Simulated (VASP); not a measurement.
# WSe2 (P6_3/mmc) in VASP: further runs

The runs below take WSe2 through single point, with PBEsol.

Program: VASP 6.6.1. These are calculated values, not measurements. Logs are shortened: lines on timing, memory, paths and dates and some standing lists are left out, and cuts for length are marked.

**1. The cell of the first run**

The structure is hexagonal, space group P6_3/mmc (No. 194). The conventional cell has a = 3.206 Å, b = 3.206 Å, c = 12.959 Å, α = 90.00°, β = 90.00°, γ = 120.00°. Within 3.3 Å of W (site symmetry -6m2) lie 6 Se at 2.51 Å and 6 W at 3.21 Å. Se (site symmetry 3m) has 3 W at 2.51 Å and 7 Se at 3.21 to 3.39 Å within 3.4 Å.

**2. Single point, PBEsol (equal strain along all axes, cell held: -2.0 %, then relaxed in part)**

INCAR

```
PREC = Accurate
ENCUT = 520
EDIFF = 1E-6
ISMEAR = 0
SIGMA = 0.02
LREAL = F
LASPH = T
NELM = 60
ALGO = Normal
ISIF = 2
LWAVE = F
LCHARG = F
GGA = PS
NBANDS = 35
```

KPOINTS

```
regular mesh
0
Gamma
  12 12 2
```

POSCAR

```
WSe2
1.0
    3.2056739540      0.0000000000      0.0000000000
   -1.6028369770      2.7761950805      0.0000000000
    0.0000000000      0.0000000000     12.9591977327
W Se
2 4
Direct
    0.6666666667      0.3333333333      0.7500000000
    0.3333333333      0.6666666667      0.2500000000
    0.3333333333      0.6666666667      0.8809741901
    0.6666666667      0.3333333333      0.3809741901
    0.3333333333      0.6666666667      0.6190258099
    0.6666666667      0.3333333333      0.1190258099
```

Potentials or basis: VASP PAW PBE potentials, release 64 (W_sv, Se).

On the command line:

```console
cat potpaw_PBE.64/W_sv/POTCAR potpaw_PBE.64/Se/POTCAR > POTCAR
mpirun -np 1 vasp_std > vasp.out
```

OUTCAR:

```text
PREC = Accurate
   ENCUT = 520
   EDIFF = 1E-6
   ISMEAR = 0
   LREAL = F
   LASPH = T
   NELM = 60
   ISIF = 2
   GGA = PS

 ion  position               nearest neighbor table
   1  0.667  0.333  0.750-   3 2.51   5 2.51   3 2.51   5 2.51   3 2.51   5 2.51
   2  0.333  0.667  0.250-   4 2.51   6 2.51   4 2.51   6 2.51   4 2.51   6 2.51
   3  0.333  0.667  0.881-   1 2.51   1 2.51   1 2.51
   4  0.667  0.333  0.381-   2 2.51   2 2.51   2 2.51
   5  0.333  0.667  0.619-   1 2.51   1 2.51   1 2.51
   6  0.667  0.333  0.119-   2 2.51   2 2.51   2 2.51

  LATTYP: Found a hexagonal cell.
 ALAT       =     3.2056739540
 C/A-ratio  =     4.0425813475

  Lattice vectors:

 A1 = (   3.2056739540,   0.0000000000,   0.0000000000)
 A2 = (  -1.6028369770,   2.7761950805,   0.0000000000)
 A3 = (   0.0000000000,   0.0000000000,  12.9591977327)

Analysis of symmetry for initial positions (statically):
=====================================================================
 Subroutine PRICEL returns:
 Original cell was already a primitive cell.

 Routine SETGRP: Setting up the symmetry group for a
 hexagonal supercell.

 Subroutine GETGRP returns: Found 24 space group operations
 (whereof 12 operations were pure point group operations)
 out of a pool of 24 trial point group operations.

The static configuration has the point symmetry D_3d.
 The point group associated with its full space group is D_6h.

Analysis of symmetry for dynamics (positions and initial velocities):
=====================================================================
 Subroutine PRICEL returns:
 Original cell was already a primitive cell.

 Routine SETGRP: Setting up the symmetry group for a
 hexagonal supercell.

 Subroutine GETGRP returns: Found 24 space group operations
 (whereof 12 operations were pure point group operations)
 out of a pool of 24 trial point group operations.

The dynamic configuration has the point symmetry D_3d.
 The point group associated with its full space group is D_6h.

 Subroutine INISYM returns: Found 24 space group operations
 (whereof 12 operations are pure point group operations),
 and found     1 'primitive' translations

----------------------------------------------------------------------------------------

                                     Primitive cell

  volume of cell :     115.3314

[... 91 lines left out ...]
   LNONCOLLINEAR =      F non collinear calculations
   LSORBIT =      F    spin-orbit coupling
   LASPH  =      T    aspherical Exc in radial PAW
   ENCUT  =  520.0 eV  38.22 Ry    6.18 a.u.   5.96  5.96 24.10*2*pi/ulx,y,z
   NELM   =     60;   NELMIN=  2; NELMDL= -5     # of ELM steps
   EDIFF  = 0.1E-05   stopping-criterion for ELM
   LREAL  =      F    real-space projection
   EDIFFG = 0.1E-04   stopping-criterion for IOM
   NSW    =      0    number of steps for IOM
   IBRION =     -1    ionic relax: 0-MD 1-quasi-New 2-CG
   NFREE  =      0    steps in history (QN), initial steepest desc. (CG)
   ISIF   =      2    stress and relaxation
   ISYM   =      2    0-nonsym 1-usesym 2-fastsym
   POTIM  = 0.5000    time-step for ionic-motion
   TEBEG  =    0.0;   TEEND  =   0.0 temperature during run
   PSTRESS=    0.0 pullay stress
   NELECT =      52.0000    total number of electrons
   NUPDOWN=      -1.0000    fix difference up-down
   EMIN   =  10.00;   EMAX   =-10.00  energy-range for DOS
   EFERMI =   0.00;   METHOD = LEGACY
   ISMEAR =     0;   SIGMA  =   0.02  broadening in eV -4-tet -1-fermi 0-gaus
   EFERMI_NEDOS =   21; number of points for ismear=-14 and -15
   IALGO  =     38    algorithm
   IMIX   =      4    mixing-type and parameters
     AMIX     =   0.40;   BMIX     =  1.00
     AMIX_MAG =   1.60;   BMIX_MAG =  1.00
  volume/ion in A,a.u.               =      19.22       129.72
  Fermi-wavevector in a.u.,A,eV,Ry     =   1.255336  2.372242 21.441007  1.575870
  Thomas-Fermi vector in A             =   2.389098
   LORBIT       =      0    0 simple, 1 ext, 2 COOP (PROOUT), +10 PAW based schemes
   GGA     = PS    functional components
   LHFCALC =     F    Hartree Fock is set to
   AEXX    =    0.0000 exact exchange contribution
   IVDW    =     0    specifies the selected vdW correction
   LEPSILON=     F    determine dielectric tensor
   LRPA    =     F    only Hartree local field effects (RPA)
 non-spin polarized calculation
 Gauss-broadening in eV      SIGMA  =   0.02
  energy-cutoff  :      520.00
  volume of cell :      115.33
 maximum number of plane-waves:      3138
 NGX is ok and might be reduce to    24
   NGX = 11   NGY = 11   NGZ = 49

 number of electron      52.0000004 magnetization

 Free energy of the ion-electron system (eV)
  ---------------------------------------------------
  ext. energy  EPLUGINS =         0.00000000
  ---------------------------------------------------
  free energy    TOTEN  =       -46.45839578 eV

  energy without entropy =      -46.45839578  energy(sigma->0) =      -46.45839578

 E-fermi :   6.8435     XC(G=0): -11.1937

 val. band max:        6.5594465699   @ k =   0.0000   0.0000   0.0000
 cond. band min:       7.5095689549   @ k =   0.1667   0.1667   0.0000
 fundamental gap:      0.9501223850
 Fermi energy:         6.8434505708

 k-point     1 :       0.0000    0.0000    0.0000
  band No.  band energies     occupation
      1     -67.4630      2.00000
      2     -67.4629      2.00000
      3     -31.7788      2.00000
      4     -31.7788      2.00000
      5     -31.5574      2.00000
      6     -31.5574      2.00000
[... 901 lines left out ...]
     34      10.8500      0.00000
     35      12.3688      0.00000

 [... further k-points ...]
[... 5 lines left out ...]
  --------------------------------------------------------------------------------------
  -------------------------------------------------------------------------------------
  Total        4.1836664      4.1836664      1.2920476      0.0000000     -0.0000000      0.0000000
  in kB       58.1192747     58.1192747     17.9490569      0.0000000     -0.0000000      0.0000000
  external PRESSURE =      44.7292021 kB  Pullay stress =       0.0000000 kB

 VOLUME and BASIS-vectors are now :
 -----------------------------------------------------------------------------
  energy-cutoff  :      520.00
  volume of cell :      115.33
      direct lattice vectors                 reciprocal lattice vectors
     3.205673954  0.000000000  0.000000000     0.311946884  0.180102617  0.000000000
    -1.602836977  2.776195080  0.000000000     0.000000000  0.360205235  0.000000000
     0.000000000  0.000000000 12.959197733     0.000000000  0.000000000  0.077165271

 POSITION                                       TOTAL-FORCE (eV/Angst)
 -----------------------------------------------------------------------------------
      1.60284      0.92540      9.71940         0.000000     -0.000000      0.000000
     -0.00000      1.85080      3.23980        -0.000000      0.000000      0.000000
     -0.00000      1.85080     11.41672        -0.000000      0.000000      0.065179
      1.60284      0.92540      4.93712         0.000000     -0.000000      0.065179
     -0.00000      1.85080      8.02208         0.000000      0.000000     -0.065179
      1.60284      0.92540      1.54248         0.000000     -0.000000     -0.065179
 -----------------------------------------------------------------------------------
    total drift:                                0.000000     -0.000000      0.000000

  FREE ENERGIE OF THE ION-ELECTRON SYSTEM (eV)
  ---------------------------------------------------
  free  energy   TOTEN  =       -46.4583957821 eV

  energy  without entropy=      -46.4583957821  energy(sigma->0) =      -46.45839578
```

OSZICAR:

```text
N       E                     dE             d eps       ncg     rms          rms(c)
DAV:   1     0.505831674434E+03    0.50583E+03   -0.27903E+04  2956   0.146E+03
DAV:   2    -0.159243461590E+02   -0.52176E+03   -0.50366E+03  3081   0.398E+02
DAV:   3    -0.476195547226E+02   -0.31695E+02   -0.31153E+02  3274   0.923E+01
DAV:   4    -0.482938848246E+02   -0.67433E+00   -0.67085E+00  3154   0.136E+01
DAV:   5    -0.483021313752E+02   -0.82466E-02   -0.82409E-02  3200   0.164E+00    0.329E+01
DAV:   6    -0.468540737062E+02    0.14481E+01   -0.47827E+00  3041   0.146E+01    0.121E+01
DAV:   7    -0.466383707762E+02    0.21570E+00   -0.25828E+00  2835   0.741E+00    0.558E+00
DAV:   8    -0.464590766328E+02    0.17929E+00   -0.41896E-01  2900   0.429E+00    0.133E+00
DAV:   9    -0.464605780738E+02   -0.15014E-02   -0.58970E-02  3118   0.114E+00    0.949E-01
DAV:  10    -0.464584831191E+02    0.20950E-02   -0.13862E-02  2927   0.800E-01    0.160E-01
DAV:  11    -0.464584451429E+02    0.37976E-04   -0.16287E-03  2888   0.260E-01    0.178E-01
DAV:  12    -0.464584066310E+02    0.38512E-04   -0.55119E-05  3096   0.473E-02    0.114E-01
DAV:  13    -0.464583957978E+02    0.10833E-04   -0.77289E-05  2971   0.545E-02    0.809E-03
DAV:  14    -0.464583957821E+02    0.15760E-07   -0.40094E-06  2766   0.112E-02
   1 F= -.46458396E+02 E0= -.46458396E+02  d E =-.104582E-91
```

Wall time 3.9 min (1 thread of AMD EPYC, shared host); peak memory 0.26 GiB.

What came out:

```yaml
Free_energy: -46.4584 eV
Pressure: 4.5 GPa
Largest_force: 0.065 eV/Å
Band_gap_on_the_k_mesh: 0.95 eV (least direct gap 1.81 eV)
```

Forces in eV/Å, atoms in the order of the input:
```
W    0.000  0.000  0.000
W    0.000  0.000  0.000
Se   0.000  0.000  0.065
Se   0.000  0.000  0.065
Se   0.000  0.000 -0.065
Se   0.000  0.000 -0.065
```

Levels at points of the mesh, in eV from the valence-band top:
| k point | band 22 | band 23 | band 24 | band 25 | band 26 | band 27 | band 28 | band 29 | band 30 | band 31 |
| --- | --- | --- | --- | --- | --- | --- | --- | --- | --- | --- |
| (0.00, 0.00, 0.00) | -1.18 | -1.12 | -1.12 | -1.09 | 0.00 | 3.04 | 3.04 | 3.10 | 3.10 | 3.10 |
| (0.50, 0.00, 0.00) | -2.46 | -1.36 | -1.24 | -0.99 | -0.70 | 2.47 | 2.63 | 2.67 | 3.05 | 3.12 |
| (0.00, 0.00, 0.50) | -1.15 | -1.15 | -1.15 | -0.25 | -0.25 | 3.05 | 3.05 | 3.05 | 3.05 | 3.24 |
| (0.50, 0.00, 0.50) | -2.61 | -1.29 | -1.29 | -0.84 | -0.84 | 2.65 | 2.65 | 2.79 | 2.79 | 3.57 |

Caveat: the cell differs from its parent crystal (equal strain along all axes, cell held: -2.0 %, then relaxed in part); the cell stands under pressure; the PAW data sets were made with another functional, which shifts forces and pressure a little; spin-orbit coupling is left out, which moves the levels of the heavy elements; this functional lacks dispersion, which binds the layers, so the pressure and a relaxed spacing across them are unreliable. A k mesh can miss the band edges.

**3. Single point, PBEsol (equal strain along all axes, cell held: -1.0 %, then relaxed in part)**

INCAR

```
SYSTEM = WSe2
ALGO = Normal
EDIFF = 1E-7
ENCUT = 520
GGA = PS
ISIF = 2
ISMEAR = 0
LASPH = .TRUE.
LCHARG = .FALSE.
LREAL = .FALSE.
LWAVE = .FALSE.
NBANDS = 35
NELM = 100
PREC = Accurate
SIGMA = 0.02
```

KPOINTS

```
k-points
0
G
  12 12 2
  0 0 0
```

POSCAR

```
WSe2
1.0
    3.2383849128      0.0000000000      0.0000000000
   -1.6191924564      2.8045236017      0.0000000000
    0.0000000000      0.0000000000     13.0914344443
W Se
2 4
Direct
    0.6666666667      0.3333333333      0.7500000000
    0.3333333333      0.6666666667      0.2500000000
    0.3333333333      0.6666666667      0.8787768044
    0.6666666667      0.3333333333      0.3787768044
    0.3333333333      0.6666666667      0.6212231956
    0.6666666667      0.3333333333      0.1212231956
```

Potentials or basis: VASP PAW PBE potentials, release 64 (W_sv, Se).

On the command line:

```console
cat potpaw_PBE.64/W_sv/POTCAR potpaw_PBE.64/Se/POTCAR > POTCAR
mpirun -np 1 vasp_std > vasp.out
```

OUTCAR:

```text
SYSTEM = WSe2
   EDIFF = 1E-7
   ENCUT = 520
   GGA = PS
   ISIF = 2
   ISMEAR = 0
   LASPH = .TRUE.
   LREAL = .FALSE.
   NELM = 100
   PREC = Accurate

 ion  position               nearest neighbor table
   1  0.667  0.333  0.750-   3 2.52   5 2.52   3 2.52   5 2.52   3 2.52   5 2.52
   2  0.333  0.667  0.250-   4 2.52   6 2.52   4 2.52   6 2.52   4 2.52   6 2.52
   3  0.333  0.667  0.879-   1 2.52   1 2.52   1 2.52
   4  0.667  0.333  0.379-   2 2.52   2 2.52   2 2.52
   5  0.333  0.667  0.621-   1 2.52   1 2.52   1 2.52
[... 1122 lines left out ...]
  -------------------------------------------------------------------------------------
  Total        2.1710109      2.1710109      0.7752962      0.0000000      0.0000000      0.0000000
  in kB       29.2548436     29.2548436     10.4472848      0.0000000      0.0000000      0.0000000
  external PRESSURE =      22.9856573 kB  Pullay stress =       0.0000000 kB

 VOLUME and BASIS-vectors are now :
 -----------------------------------------------------------------------------
  energy-cutoff  :      520.00
  volume of cell :      118.90
      direct lattice vectors                 reciprocal lattice vectors
     3.238384913  0.000000000  0.000000000     0.308795905  0.178283399  0.000000000
    -1.619192456  2.804523602  0.000000000     0.000000000  0.356566798  0.000000000
     0.000000000  0.000000000 13.091434444     0.000000000  0.000000000  0.076385823

 POSITION                                       TOTAL-FORCE (eV/Angst)
 -----------------------------------------------------------------------------------
      1.61919      0.93484      9.81858        -0.000000     -0.000000      0.000000
     -0.00000      1.86968      3.27286        -0.000000      0.000000      0.000000
     -0.00000      1.86968     11.50445         0.000000     -0.000000      0.063138
      1.61919      0.93484      4.95873        -0.000000      0.000000      0.063138
     -0.00000      1.86968      8.13270         0.000000     -0.000000     -0.063138
      1.61919      0.93484      1.58699         0.000000      0.000000     -0.063138
 -----------------------------------------------------------------------------------
    total drift:                               -0.000000      0.000000     -0.000000

  FREE ENERGIE OF THE ION-ELECTRON SYSTEM (eV)
  ---------------------------------------------------
  free  energy   TOTEN  =       -46.5265737427 eV

  energy  without entropy=      -46.5265737427  energy(sigma->0) =      -46.52657374
```

OSZICAR:

```text
N       E                     dE             d eps       ncg     rms          rms(c)
DAV:   1     0.502474991675E+03    0.50247E+03   -0.27925E+04  2932   0.146E+03
DAV:   2    -0.151318378829E+02   -0.51761E+03   -0.49979E+03  3038   0.395E+02
DAV:   3    -0.476714229677E+02   -0.32540E+02   -0.31970E+02  3271   0.924E+01
DAV:   4    -0.484168280799E+02   -0.74541E+00   -0.74042E+00  3182   0.140E+01
DAV:   5    -0.484260322020E+02   -0.92041E-02   -0.91932E-02  3230   0.172E+00    0.321E+01
DAV:   6    -0.469291757507E+02    0.14969E+01   -0.51396E+00  2994   0.150E+01    0.116E+01
DAV:   7    -0.467048988324E+02    0.22428E+00   -0.26181E+00  2827   0.755E+00    0.561E+00
DAV:   8    -0.465272331871E+02    0.17767E+00   -0.39937E-01  2964   0.424E+00    0.131E+00
DAV:   9    -0.465285756396E+02   -0.13425E-02   -0.57989E-02  3116   0.113E+00    0.914E-01
DAV:  10    -0.465266636190E+02    0.19120E-02   -0.13529E-02  2917   0.788E-01    0.164E-01
DAV:  11    -0.465266226237E+02    0.40995E-04   -0.16975E-03  2905   0.264E-01    0.179E-01
DAV:  12    -0.465265818793E+02    0.40744E-04   -0.57722E-05  3039   0.486E-02    0.112E-01
DAV:  13    -0.465265733825E+02    0.84968E-05   -0.71481E-05  3000   0.518E-02    0.719E-03
DAV:  14    -0.465265737557E+02   -0.37322E-06   -0.42979E-06  3213   0.110E-02    0.802E-03
DAV:  15    -0.465265737427E+02    0.13003E-07   -0.26672E-07  2632   0.293E-03
   1 F= -.46526574E+02 E0= -.46526574E+02  d E =-.406837E-56
```

stdout:

```text
POSCAR found type information on POSCAR W Se
 POSCAR found :  2 types and       6 ions
 scaLAPACK will be used
 -----------------------------------------------------------------------------
|                                                                             |
|                                                                             |
|     You enforced a specific xc type in the INCAR file but a different       |
|     I HOPE YOU KNOW WHAT YOU ARE DOING!                                     |
|                                                                             |
 -----------------------------------------------------------------------------

 LDA part: xc-table for (Slater+PW92), standard interpolation
 POSCAR, INCAR and KPOINTS ok, starting setup
 FFT: planning ... GRIDC
 FFT: planning ... GRID_SOFT
 FFT: planning ... GRID
 WAVECAR not read
 entering main loop
```

Run time: 4.5 min. Hardware: 1 thread of AMD EPYC, shared host; peak memory 0.27 GiB.

Results:

* Free energy: -46.5266 eV
* Pressure: 2.3 GPa
* Largest force: 0.063 eV/Å
* Band gap on the k mesh: 1.00 eV (least direct gap 1.72 eV)

Forces on the atoms (eV/Å):
```
W    0.000  0.000  0.000
W    0.000  0.000  0.000
Se   0.000  0.000  0.063
Se   0.000  0.000  0.063
Se   0.000  0.000 -0.063
Se   0.000  0.000 -0.063
```

Caveat: the cell differs from its parent crystal (equal strain along all axes, cell held: -1.0 %, then relaxed in part); the PAW data sets were made with another functional, which shifts forces and pressure a little; spin-orbit coupling is left out, which moves the levels of the heavy elements; this functional lacks dispersion, which binds the layers, so the pressure and a relaxed spacing across them are unreliable.

**4. Single point, PBEsol**

This run uses another cell than the first one, of 19.82 Å³/atom.

INCAR

```
PREC = Accurate
ENCUT = 520
EDIFF = 1E-6
ISMEAR = 0
SIGMA = 0.02
LREAL = F
LASPH = T
NELM = 60
ALGO = Normal
ISIF = 2
LWAVE = F
LCHARG = T
GGA = PS
LELF = T
LVHAR = T
NBANDS = 35
```

KPOINTS

```
regular mesh
0
Gamma
  12 12 2
```

POSCAR is that of step 3.

On the command line:

```console
cat potpaw_PBE.64/W_sv/POTCAR potpaw_PBE.64/Se/POTCAR > POTCAR
mpirun -np 1 vasp_std > vasp.out
```

It took 4.3 min on 1 thread of AMD EPYC, shared host; peak memory 0.27 GiB.

It converged, with:

| Item | Value |
| --- | --- |
| Free energy | -46.5266 eV |
| Pressure | 2.3 GPa |
| Largest force | 0.063 eV/Å |
| Band gap on the k mesh | 1.00 eV (least direct gap 1.72 eV) |

Forces on the atoms (eV/Å):
```
W    0.000  0.000  0.000
W    0.000  0.000  0.000
Se   0.000  0.000  0.063
Se   0.000  0.000  0.063
Se   0.000  0.000 -0.063
Se   0.000  0.000 -0.063
```

Stress tensor (GPa, compression positive):
```
2.93 0.00 0.00
0.00 2.93 0.00
0.00 0.00 1.04
```

Levels at points of the mesh, in eV from the valence-band top:
| k point | band 23 | band 24 | band 25 | band 26 | band 27 | band 28 | band 29 | band 30 |
| --- | --- | --- | --- | --- | --- | --- | --- | --- |
| (0.00, 0.00, 0.00) | -1.25 | -1.21 | -1.14 | 0.00 | 2.92 | 2.92 | 2.97 | 2.97 |
| (0.50, 0.00, 0.00) | -1.35 | -1.23 | -1.08 | -0.84 | 2.46 | 2.46 | 2.49 | 2.93 |
| (0.00, 0.00, 0.50) | -1.28 | -1.28 | -0.25 | -0.25 | 2.93 | 2.93 | 2.93 | 2.93 |
| (0.50, 0.00, 0.50) | -1.28 | -1.28 | -0.96 | -0.96 | 2.47 | 2.47 | 2.72 | 2.72 |

Caveat: the PAW data sets were made with another functional, which shifts forces and pressure a little; spin-orbit coupling is left out, which moves the levels of the heavy elements; this functional lacks dispersion, which binds the layers, so the pressure and a relaxed spacing across them are unreliable.

[end of part 1 of 2]
